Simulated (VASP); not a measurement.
Set up this calculation in VASP 6.6.1, as the native input.

```
Task                               : single point
Functional                         : PBE0
Dispersion                         : D3(BJ)
Potentials or basis                : VASP PAW PBE potentials, release 64 (Zn)
Cutoff                             : 520 eV
k mesh                             : 7 × 7 × 4
Occupations                        : fermi-dirac, width 0.05 eV
Spin                               : no spin polarisation
Dipole correction                  : no
Grid for exact exchange (PRECFOCK) : Normal
Further INCAR settings             : ALGO = Normal; EDIFF = 1e-07; NBANDS = 19
Share of exact exchange            : 0.25
```

The system is Zn.

```xyz
2
Lattice="2.6700 0.0000 0.0000 -1.3350 2.3123 0.0000 0.0000 0.0000 4.9660" Properties=species:S:1:pos:R:3 pbc="T T T"
Zn    1.3350    0.7708    3.7245
Zn    0.0000    1.5415    1.2415
```

The input as run:

POSCAR

```
Zn
1.0
    2.6700000000      0.0000000000      0.0000000000
   -1.3350000000      2.3122878281      0.0000000000
    0.0000000000      0.0000000000      4.9660000000
Zn
2
Direct
    0.6666666667      0.3333333333      0.7500000000
    0.3333333333      0.6666666667      0.2500000000
```

INCAR.step1

```
SYSTEM = Zn
PREC     = Accurate       ! precision mode
ENCUT    = 520            ! plane-wave cutoff, eV
EDIFF    = 1E-5           ! SCF threshold, eV
ISMEAR   = -1             ! smearing method
SIGMA    = 0.05           ! smearing width, eV
LREAL    = .False.        ! projectors in reciprocal space
LASPH    = .True.         ! aspherical terms in the spheres
NELM     = 60             ! most SCF steps
ALGO     = Normal         ! electronic algorithm
ISIF     = 2              ! what is computed and relaxed
LWAVE    = .True.         ! write WAVECAR
LCHARG   = .False.        ! write CHGCAR
NBANDS   = 19             ! bands
GGA      = PE             ! functional
```

INCAR.step2

```
SYSTEM = Zn
PREC     = Accurate       ! precision mode
ENCUT    = 520            ! plane-wave cutoff, eV
EDIFF    = 1E-7           ! SCF threshold, eV
ISMEAR   = -1             ! smearing method
SIGMA    = 0.05           ! smearing width, eV
LREAL    = .False.        ! projectors in reciprocal space
LASPH    = .True.         ! aspherical terms in the spheres
NELM     = 60             ! most SCF steps
ALGO     = Normal         ! electronic algorithm
ISIF     = 2              ! what is computed and relaxed
LWAVE    = .False.        ! write WAVECAR
LCHARG   = .False.        ! write CHGCAR
GGA      = PE             ! functional
LHFCALC  = .True.         ! exact exchange
AEXX     = 0.25           ! exact-exchange fraction
PRECFOCK = Normal       
IVDW     = 12             ! dispersion correction
NBANDS   = 19             ! bands
ISTART   = 1
```

KPOINTS

```
Automatic mesh
0
Gamma
  7 7 4
  0 0 0
```

Potentials or basis: VASP PAW PBE potentials, release 64 (Zn).

Run with:

```console
$ cat potpaw_PBE.64/Zn/POTCAR > POTCAR
$ cp INCAR.step1 INCAR
$ mpirun -np 1 vasp_std > vasp.out
$ cp INCAR.step2 INCAR
$ mpirun -np 1 vasp_std > vasp.out
```

Results of the run:

```yaml
Pressure: -5.9 GPa
Band_gap_on_the_k_mesh: zero (bands 12 and 13 overlap by 5.78 eV)
Dispersion_energy_per_atom: -0.428 eV
```

Caveat: the k points lie up to 0.39 Å⁻¹ apart, too coarse for converged energies and pressures of a metal; the PAW data sets were made with another functional, which shifts forces and pressure a little.

Wall time 64 min on 1 thread of Intel(R) Xeon(R) Platinum 8559C (Emerald Rapids) (shared host), peak memory 0.16 GiB.
